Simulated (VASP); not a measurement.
# GaP (F-43m) in VASP: a series of runs

The runs below take GaP through single point, relaxation of cell and atoms, with LDA.

Program: VASP 6.6.1. These are calculated values, not measurements. Logs are shortened: lines on timing, memory, paths and dates and some standing lists are left out, and cuts for length are marked.

### 1 The cell of the first run

The structure is cubic, space group F-43m (No. 216). The conventional cell has a = 5.456 Å, b = 5.456 Å, c = 5.456 Å, α = 90.00°, β = 90.00°, γ = 90.00°. Within 3.1 Å of Ga (site symmetry -43m) lie 4 P at 2.36 Å. P (site symmetry -43m) has 4 Ga at 2.36 Å within 3.1 Å.

### 2 Single point, LDA

Input file INCAR:

```
  ALGO = Normal
  EDIFF = 1E-6
  ENCUT = 520
  ISIF = 2
  ISMEAR = 0
  LASPH = T
  LCHARG = F
  LREAL = F
  LWAVE = F
  NBANDS = 16
  NELM = 100
  PREC = Accurate
  SIGMA = 0.01
```

Input file KPOINTS:

```
k-points
0
Gamma
  8 8 8
```

Input file POSCAR:

```
GaP
1.0
    0.0000000000      2.7280790304      2.7280790304
    2.7280790304      0.0000000000      2.7280790304
    2.7280790304      2.7280790304      0.0000000000
Ga P
1 1
Direct
    0.0000000000      0.0000000000      0.0000000000
    0.7500000000      0.7500000000      0.7500000000
```

Potentials or basis: VASP PAW LDA potentials, release 64 (Ga_d, P).

On the command line:

```bash
$ cat potpaw_LDA.64/Ga_d/POTCAR potpaw_LDA.64/P/POTCAR > POTCAR
$ mpirun -np 1 vasp_std > vasp.out
```

OUTCAR:

```text
EDIFF = 1E-6
   ENCUT = 520
   ISIF = 2
   ISMEAR = 0
   LASPH = T
   LREAL = F
   NELM = 100
   PREC = Accurate

 ion  position               nearest neighbor table
   1  0.000  0.000  0.000-   2 2.36   2 2.36   2 2.36   2 2.36
   2  0.750  0.750  0.750-   1 2.36   1 2.36   1 2.36   1 2.36

  LATTYP: Found a face centered cubic cell.
 ALAT       =     5.4561580608

  Lattice vectors:

 A1 = (   0.0000000000,   2.7280790304,   2.7280790304)
 A2 = (   2.7280790304,   0.0000000000,   2.7280790304)
 A3 = (   2.7280790304,   2.7280790304,   0.0000000000)

Analysis of symmetry for initial positions (statically):
=====================================================================
 Subroutine PRICEL returns:
 Original cell was already a primitive cell.

 Routine SETGRP: Setting up the symmetry group for a
 face centered cubic supercell.

 Subroutine GETGRP returns: Found 24 space group operations
 (whereof 24 operations were pure point group operations)
 out of a pool of 48 trial point group operations.

The static configuration has the point symmetry T_d .

Analysis of symmetry for dynamics (positions and initial velocities):
=====================================================================
 Subroutine PRICEL returns:
 Original cell was already a primitive cell.

 Routine SETGRP: Setting up the symmetry group for a
 face centered cubic supercell.

 Subroutine GETGRP returns: Found 24 space group operations
 (whereof 24 operations were pure point group operations)
 out of a pool of 48 trial point group operations.

The dynamic configuration has the point symmetry T_d .

 Subroutine INISYM returns: Found 24 space group operations
 (whereof 24 operations are pure point group operations),
 and found     1 'primitive' translations

----------------------------------------------------------------------------------------

                                     Primitive cell

  volume of cell :      40.6070

  direct lattice vectors                    reciprocal lattice vectors
     0.000000000  2.728079030  2.728079030    -0.183279148  0.183279148  0.183279148
     2.728079030  0.000000000  2.728079030     0.183279148 -0.183279148  0.183279148
     2.728079030  2.728079030  0.000000000     0.183279148  0.183279148 -0.183279148

  length of vectors
     3.858086364  3.858086364  3.858086364     0.317448796  0.317448796  0.317448796

  position of ions in fractional coordinates (direct lattice)
     0.000000000  0.000000000  0.000000000
     0.750000000  0.750000000  0.750000000

  ion indices of the primitive-cell ions
   primitive index   ion index
                 1           1
                 2           2

----------------------------------------------------------------------------------------

 KPOINTS: k-points

Automatic generation of k-mesh.
 Grid dimensions read from file:
 generate k-points for:    8    8    8

 Generating k-lattice:

  Cartesian coordinates                     Fractional coordinates (reciprocal lattice)
    -0.022909893  0.022909893  0.022909893     0.125000000  0.000000000  0.000000000
     0.022909893 -0.022909893  0.022909893     0.000000000  0.125000000  0.000000000
     0.022909893  0.022909893 -0.022909893     0.000000000  0.000000000  0.125000000

  Length of vectors
     0.039681100  0.039681100  0.039681100

  Shift w.r.t. Gamma in fractional coordinates (k-lattice)
     0.000000000  0.000000000  0.000000000

 Subroutine IBZKPT returns following result:
 ===========================================

 Found     29 irreducible k-points:

 Following reciprocal coordinates:
            Coordinates               Weight
  0.000000  0.000000  0.000000      1.000000
  0.125000  0.000000  0.000000      8.000000
  0.250000  0.000000  0.000000      8.000000
  0.375000  0.000000  0.000000      8.000000
  0.500000  0.000000  0.000000      4.000000
  0.125000  0.125000  0.000000      6.000000
[... 16 lines left out ...]
  0.500000  0.250000  0.125000     48.000000
 -0.375000  0.250000  0.125000     24.000000
 [... further k-points ...]
   k-points           NKPTS =     29   k-points in BZ     NKDIM =     29   number of bands    NBANDS=     16
   number of dos      NEDOS =    301   number of ions     NIONS =      2
   total plane-waves  NPLWV =  27000
   dimension x,y,z NGX =    30 NGY =   30 NGZ =   30
   dimension x,y,z NGXF=    60 NGYF=   60 NGZF=   60
   ions per type =               1   1
   NGX,Y,Z   is equivalent  to a cutoff of  12.93, 12.93, 12.93 a.u.
   NGXF,Y,Z  is equivalent  to a cutoff of  25.85, 25.85, 25.85 a.u.
 SYSTEM =  unknown system
   PREC   = accura    normal or accurate (medium, high low for compatibility)
   ISTART =      0    job   : 0-new  1-cont  2-samecut
   ICHARG =      2    charge: 1-file 2-atom 10-const
   ISPIN  =      1    spin polarized calculation?
   LNONCOLLINEAR =      F non collinear calculations
   LSORBIT =      F    spin-orbit coupling
   LASPH  =      T    aspherical Exc in radial PAW
   ENCUT  =  520.0 eV  38.22 Ry    6.18 a.u.   7.17  7.17  7.17*2*pi/ulx,y,z
   NELM   =    100;   NELMIN=  2; NELMDL= -5     # of ELM steps
   EDIFF  = 0.1E-05   stopping-criterion for ELM
   LREAL  =      F    real-space projection
   EDIFFG = 0.1E-04   stopping-criterion for IOM
   NSW    =      0    number of steps for IOM
   IBRION =     -1    ionic relax: 0-MD 1-quasi-New 2-CG
   NFREE  =      0    steps in history (QN), initial steepest desc. (CG)
   ISIF   =      2    stress and relaxation
   ISYM   =      2    0-nonsym 1-usesym 2-fastsym
   POTIM  = 0.5000    time-step for ionic-motion
   TEBEG  =    0.0;   TEEND  =   0.0 temperature during run
   PSTRESS=    0.0 pullay stress
   NELECT =      18.0000    total number of electrons
   NUPDOWN=      -1.0000    fix difference up-down
   EMIN   =  10.00;   EMAX   =-10.00  energy-range for DOS
   EFERMI =   0.00;   METHOD = LEGACY
   ISMEAR =     0;   SIGMA  =   0.01  broadening in eV -4-tet -1-fermi 0-gaus
   EFERMI_NEDOS =   21; number of points for ismear=-14 and -15
   IALGO  =     38    algorithm
   IMIX   =      4    mixing-type and parameters
     AMIX     =   0.40;   BMIX     =  1.00
     AMIX_MAG =   1.60;   BMIX_MAG =  1.00
  volume/ion in A,a.u.               =      20.30       137.01
  Fermi-wavevector in a.u.,A,eV,Ry     =   1.248242  2.358835 21.199341  1.558108
  Thomas-Fermi vector in A             =   2.382337
   LORBIT       =      0    0 simple, 1 ext, 2 COOP (PROOUT), +10 PAW based schemes
   GGA     = CA    functional components
   LHFCALC =     F    Hartree Fock is set to
   AEXX    =    0.0000 exact exchange contribution
   IVDW    =     0    specifies the selected vdW correction
   LEPSILON=     F    determine dielectric tensor
   LRPA    =     F    only Hartree local field effects (RPA)
 non-spin polarized calculation
 Gauss-broadening in eV      SIGMA  =   0.01
  energy-cutoff  :      520.00
  volume of cell :       40.61
 maximum number of plane-waves:      1108
 NGX is ok and might be reduce to    30
   NGX = 15   NGY = 15   NGZ = 15

 number of electron      17.9999989 magnetization

 Free energy of the ion-electron system (eV)
  ---------------------------------------------------
  ext. energy  EPLUGINS =         0.00000000
  ---------------------------------------------------
  free energy    TOTEN  =       -10.43807761 eV

  energy without entropy =      -10.43807761  energy(sigma->0) =      -10.43807761

 E-fermi :   4.5865     XC(G=0): -10.1503

 val. band max:        4.4729871283   @ k =   0.0000   0.0000   0.0000
 cond. band min:       5.9705855685   @ k =   0.3750   0.3750   0.0000
 fundamental gap:      1.4975984402
 Fermi energy:         4.5864624266

 k-point     1 :       0.0000    0.0000    0.0000
  band No.  band energies     occupation
      1     -10.2266      2.00000
      2     -10.2266      2.00000
      3     -10.2266      2.00000
      4     -10.1294      2.00000
      5     -10.1294      2.00000
      6      -8.0131      2.00000
[... 8 lines left out ...]
     15      14.2660      0.00000
     16      14.2660      0.00000

 k-point     2 :       0.1250    0.0000    0.0000
  band No.  band energies     occupation
      1     -10.2388      2.00000
      2     -10.2220      2.00000
      3     -10.2220      2.00000
      4     -10.1295      2.00000
      5     -10.1295      2.00000
      6      -7.8118      2.00000
[... 8 lines left out ...]
     15      13.6036      0.00000
     16      13.8712      0.00000

 k-point     3 :       0.2500    0.0000    0.0000
  band No.  band energies     occupation
      1     -10.2661      2.00000
      2     -10.2123      2.00000
      3     -10.2123      2.00000
      4     -10.1282      2.00000
      5     -10.1282      2.00000
      6      -7.2391      2.00000
[... 8 lines left out ...]
     15      13.4022      0.00000
     16      14.1326      0.00000

 k-point     4 :       0.3750    0.0000    0.0000
  band No.  band energies     occupation
      1     -10.2912      2.00000
      2     -10.2048      2.00000
      3     -10.2048      2.00000
      4     -10.1246      2.00000
      5     -10.1246      2.00000
      6      -6.4355      2.00000
[... 8 lines left out ...]
     15      14.5930      0.00000
     16      14.5930      0.00000

 k-point     5 :       0.5000    0.0000    0.0000
  band No.  band energies     occupation
      1     -10.3011      2.00000
      2     -10.2025      2.00000
      3     -10.2025      2.00000
      4     -10.1223      2.00000
      5     -10.1223      2.00000
      6      -5.9390      2.00000
[... 8 lines left out ...]
     15      16.1254      0.00000
     16      16.1254      0.00000

 k-point     6 :       0.1250    0.1250    0.0000
  band No.  band energies     occupation
      1     -10.2471      2.00000
      2     -10.2177      2.00000
      3     -10.2177      2.00000
      4     -10.1335      2.00000
      5     -10.1263      2.00000
      6      -7.7448      2.00000
[... 8 lines left out ...]
     15      14.2432      0.00000
     16      14.5112      0.00000

 k-point     7 :       0.2500    0.1250    0.0000
  band No.  band energies     occupation
      1     -10.2687      2.00000
      2     -10.2094      2.00000
      3     -10.2074      2.00000
      4     -10.1365      2.00000
      5     -10.1234      2.00000
      6      -7.2945      2.00000
[... 8 lines left out ...]
     15      14.4789      0.00000
     16      15.3514      0.00000

 k-point     8 :       0.3750    0.1250    0.0000
  band No.  band energies     occupation
      1     -10.2904      2.00000
      2     -10.2030      2.00000
      3     -10.1989      2.00000
      4     -10.1348      2.00000
      5     -10.1207      2.00000
      6      -6.5495      2.00000
[... 8 lines left out ...]
     15      15.1065      0.00000
     16      15.3220      0.00000

 k-point     9 :       0.5000    0.1250    0.0000
  band No.  band energies     occupation
      1     -10.3023      2.00000
      2     -10.2003      2.00000
      3     -10.1960      2.00000
      4     -10.1290      2.00000
      5     -10.1210      2.00000
      6      -5.8600      2.00000
[... 8 lines left out ...]
     15      16.1248      0.00000
     16      16.2233      0.00000
[... 172 lines left out ...]
 k-point    19 :       0.5000    0.3750    0.0000
  band No.  band energies     occupation
      1     -10.3287      2.00000
      2     -10.1724      2.00000
      3     -10.1679      2.00000
      4     -10.1575      2.00000
      5     -10.1113      2.00000
      6      -5.2475      2.00000
[... 8 lines left out ...]
     15      16.4673      0.00000
     16      17.5583      0.00000

 k-point    20 :      -0.3750    0.3750    0.0000
  band No.  band energies     occupation
      1     -10.3205      2.00000
      2     -10.1821      2.00000
      3     -10.1718      2.00000
      4     -10.1484      2.00000
      5     -10.1174      2.00000
      6      -5.0614      2.00000
[... 8 lines left out ...]
     15      14.8301      0.00000
     16      18.9475      0.00000

 k-point    21 :       0.5000    0.5000    0.0000
  band No.  band energies     occupation
      1     -10.3365      2.00000
      2     -10.1645      2.00000
      3     -10.1631      2.00000
      4     -10.1631      2.00000
      5     -10.1081      2.00000
      6      -5.0244      2.00000
[... 8 lines left out ...]
     15      16.9016      0.00000
     16      17.3821      0.00000

 k-point    22 :       0.3750    0.2500    0.1250
  band No.  band energies     occupation
      1     -10.2879      2.00000
      2     -10.2007      2.00000
      3     -10.1968      2.00000
      4     -10.1400      2.00000
      5     -10.1206      2.00000
      6      -6.7502      2.00000
[... 8 lines left out ...]
     15      15.5121      0.00000
     16      16.6480      0.00000

 k-point    23 :       0.5000    0.2500    0.1250
  band No.  band energies     occupation
      1     -10.3020      2.00000
      2     -10.1973      2.00000
      3     -10.1878      2.00000
      4     -10.1380      2.00000
      5     -10.1207      2.00000
      6      -5.9910      2.00000
[... 8 lines left out ...]
     15      15.8386      0.00000
     16      17.1828      0.00000

 k-point    24 :      -0.3750    0.2500    0.1250
  band No.  band energies     occupation
      1     -10.3071      2.00000
      2     -10.1968      2.00000
      3     -10.1847      2.00000
      4     -10.1346      2.00000
      5     -10.1223      2.00000
      6      -5.5287      2.00000
[... 8 lines left out ...]
     15      16.3410      0.00000
     16      16.8476      0.00000

 [... further k-points ...]
[... 5 lines left out ...]
  --------------------------------------------------------------------------------------
  -------------------------------------------------------------------------------------
  Total       -0.7392763     -0.7392763     -0.7392763      0.0000000      0.0000000     -0.0000000
  in kB      -29.1686653    -29.1686653    -29.1686653      0.0000000      0.0000000     -0.0000000
  external PRESSURE =     -29.1686653 kB  Pullay stress =       0.0000000 kB

 VOLUME and BASIS-vectors are now :
 -----------------------------------------------------------------------------
  energy-cutoff  :      520.00
  volume of cell :       40.61
      direct lattice vectors                 reciprocal lattice vectors
     0.000000000  2.728079030  2.728079030    -0.183279148  0.183279148  0.183279148
     2.728079030  0.000000000  2.728079030     0.183279148 -0.183279148  0.183279148
     2.728079030  2.728079030  0.000000000     0.183279148  0.183279148 -0.183279148

 POSITION                                       TOTAL-FORCE (eV/Angst)
 -----------------------------------------------------------------------------------
      0.00000      0.00000      0.00000         0.000000      0.000000      0.000000
      4.09212      4.09212      4.09212        -0.000000     -0.000000     -0.000000
 -----------------------------------------------------------------------------------
    total drift:                               -0.000000     -0.000000     -0.000000

  FREE ENERGIE OF THE ION-ELECTRON SYSTEM (eV)
  ---------------------------------------------------
  free  energy   TOTEN  =       -10.4380776117 eV

  energy  without entropy=      -10.4380776117  energy(sigma->0) =      -10.43807761
```

It took 16 s on 1 thread of AMD EPYC 7R13 (Zen 3), shared host; peak memory 0.12 GiB.

Results:

```
Free energy            : -10.4381 eV
Pressure               : -2.9 GPa
Band gap on the k mesh : 1.50 eV (least direct gap 1.61 eV)
```

Levels at points of the mesh, in eV from the valence-band top:
| k point | band 6 | band 7 | band 8 | band 9 | band 10 | band 11 | band 12 | band 13 |
| --- | --- | --- | --- | --- | --- | --- | --- | --- |
| (0.00, 0.00, 0.00) | -12.49 | 0.00 | 0.00 | 0.00 | 1.61 | 3.79 | 3.79 | 3.79 |
| (0.50, 0.00, 0.00) | -10.41 | -6.69 | -1.12 | -1.12 | 1.51 | 4.63 | 4.63 | 8.04 |
| (0.50, 0.50, 0.00) | -9.50 | -6.83 | -2.70 | -2.70 | 1.50 | 1.69 | 10.43 | 10.43 |

A k mesh can miss the band edges.

### 3 Relaxation of cell and atoms, LDA, target pressure -3 GPa, at which the enthalpy is minimised

This run uses another cell than the first one, of 19.59 Å³/atom.

Input file INCAR:

```
PREC = Accurate
ENCUT = 600
EDIFF = 1E-6
ISMEAR = 0
SIGMA = 0.01
LREAL = False
LASPH = True
NELM = 100
ALGO = Normal
ISIF = 3
LWAVE = False
LCHARG = False
GGA = CA
IBRION = 2
NSW = 80
EDIFFG = -0.001
PSTRESS = -30.0
```

Input file KPOINTS:

```
regular mesh
0
Gamma
  8 8 8
```

Input file POSCAR:

```
GaP
1.0
    0.0000000000      2.6956501085      2.6956501085
    2.6956501085      0.0000000000      2.6956501085
    2.6956501085      2.6956501085      0.0000000000
Ga P
1 1
Direct
    0.0000000000      0.0000000000      0.0000000000
    0.7500000000      0.7500000000      0.7500000000
```

Potentials or basis: VASP PAW LDA potentials, release 64 (Ga_d, P).

On the command line:

```bash
$ cat potpaw_LDA.64/Ga_d/POTCAR potpaw_LDA.64/P/POTCAR > POTCAR
$ mpirun -np 1 vasp_std > vasp.out
```

Run time: 90 s. Hardware: 1 thread of AMD EPYC 7R13 (Zen 3), shared host; peak memory 0.13 GiB.

The run converged. Its results:

- Free energy: -10.4369 eV
- Relaxed volume: 20.33 Å³/atom
- Relaxed cell: a = 3.860 Å, b = 3.860 Å, c = 3.860 Å, α = 60.00°, β = 60.00°, γ = 60.00°
- Space group after relaxing (to 0.1 Å): F-43m (No. 216)
- Energy change on relaxing (the run minimises the enthalpy): +7.0 meV/atom
- Ionic steps: 17
- Pressure after relaxing: -3.0 GPa
- Band gap on the k mesh: 1.50 eV (least direct gap 1.60 eV)

The path:
```tsv
step	energy change (eV)	largest force (eV/Å)	pressure (GPa)	volume (Å³)
1	0.0000	0.0000	0.08	39.18
2	0.0295	0.0000	-4.35	41.35
3	0.0139	0.0000	-2.97	40.66
4	0.0145	0.0000	-3.09	40.69
5	0.0133	0.0000	-2.93	40.62
6	0.0140	0.0000	-3.04	40.66
7	0.0138	0.0000	-2.94	40.65
8	0.0139	0.0000	-3.02	40.66
9	0.0138	0.0000	-3.02	40.65
10	0.0138	0.0000	-2.98	40.65
11	0.0138	0.0000	-2.97	40.65
12	0.0142	0.0000	-3.09	40.67
13	0.0139	0.0000	-2.95	40.66
14	0.0140	0.0000	-3.06	40.66
15	0.0140	0.0000	-3.02	40.66
16	0.0139	0.0000	-2.99	40.66
17	0.0139	0.0000	-2.99	40.66
```

Final structure:
```
Ga P
1.0
     0.00000    2.72925    2.72925
     2.72925    0.00000    2.72925
     2.72925    2.72925    0.00000
Ga P
1 1
Direct
  0.00000 0.00000 0.00000
  0.75000 0.75000 0.75000
```

Levels at points of the mesh, in eV from the valence-band top:
```
           k point  band 5  band 6  band 7  band 8  band 9  band 10  band 11  band 12  band 13
(0.00, 0.00, 0.00)  -14.60  -12.48    0.00    0.00    0.00     1.60     3.79     3.79     3.79
(0.50, 0.00, 0.00)  -14.59  -10.41   -6.68   -1.12   -1.12     1.50     4.63     4.63     8.04
(0.50, 0.50, 0.00)  -14.58   -9.49   -6.82   -2.69   -2.69     1.50     1.69    10.42    10.42
```

Caveat: the cell is relaxed towards a set pressure, so the run minimises the enthalpy, not the energy.

(Part 1 of 2 ends here.)
